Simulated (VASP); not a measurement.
**BeTe: single point with HSE06**

Crystal: BeTe.

```
Be Te
1.0
     0.00000    2.82862    2.77347
     2.82862    0.00000    2.77347
     2.82862    2.82862    0.00000
Be Te
1 1
Direct
  0.00000 0.00000 0.00000
  0.25000 0.25000 0.25000
```

This cell differs from its parent crystal: uniaxial z strain -1.9%.

```
Program                            : VASP 6.6.1
Task                               : single point
Functional                         : HSE06
Potentials or basis                : VASP PAW PBE potentials, release 64 (Be, Te)
Cutoff                             : 520 eV
k mesh                             : 6 × 6 × 6
Occupations                        : gaussian, width 0.01 eV
Spin                               : no spin polarisation
Dipole correction                  : no
Grid for exact exchange (PRECFOCK) : Normal
Further INCAR settings             : ALGO = Normal; EDIFF = 1e-06; NBANDS = 11
Share of exact exchange            : 0.25
Screening parameter                : 0.2079 1/Å
```

* Pressure: 0.2 GPa
* Band gap on the k mesh: 2.46 eV (least direct gap 4.37 eV)

Stress tensor (GPa, compression positive):
```
-0.19  0.00  0.00
 0.00 -0.19  0.00
 0.00  0.00  1.06
```

Levels at points of the mesh, in eV from the valence-band top:
```tsv
k point	band 2	band 3	band 4	band 5	band 6	band 7
(0.00, 0.00, 0.00)	-0.11	-0.11	0.00	4.37	4.41	4.41
(0.50, 0.00, 0.00)	-6.22	-1.40	-1.22	3.76	5.33	5.48
(0.50, 0.50, 0.00)	-5.69	-3.07	-3.07	2.46	3.19	11.06
(0.50, 0.00, 0.50)	-5.81	-2.95	-2.90	2.60	3.36	10.97
```

Run time: 18 min on 1 thread of Intel(R) Xeon(R) Platinum 8259CL CPU @ 2.50GHz (Skylake/Cascade Lake), on a shared host, peak memory 0.3 GiB.

Caveat: the cell differs from its parent crystal (uniaxial z strain -1.9%); the PAW data sets were made with another functional, which shifts forces and pressure a little; spin-orbit coupling is left out, which moves the levels of the heavy elements. A k mesh can miss the band edges.
